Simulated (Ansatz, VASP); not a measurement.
**YN: VASP beside Ansatz**

```
Y N
1.0
     0.00000    2.43850    2.43850
     2.43850    0.00000    2.43850
     2.43850    2.43850    0.00000
Y N
1 1
Direct
  0.00000 0.00000 0.00000
  0.50000 0.50000 0.50000
```

Alike in both runs: functional PBE; k mesh 10 × 10 × 10; occupations fermi-dirac, width 0.03 eV; no spin polarisation.

Ansatz relaxed the structure, and its values are those at the end. VASP's run is a single point on that final structure, the one shown.

|  | VASP | Ansatz |
| --- | --- | --- |
| version | VASP 6.6.1 | Ansatz 0.2.0 |
| potentials or method | VASP PAW PBE potentials, release 64 (Y_sv, N) | PAW with Ansatz's default frozen-core files, scalar-relativistic |
| plane-wave cutoff (eV) | 600 | 420 |
| valence electrons in the cell | 16 | 16 |

VASP gave:

* pressure (GPa): 2.7

Q: What did Ansatz give for the same quantities?

A: Pressure (GPa): 2.9.

With one functional, cell and mesh, what is left measures potentials, basis and numerics. Ansatz's warnings: stress scf threshold loose.
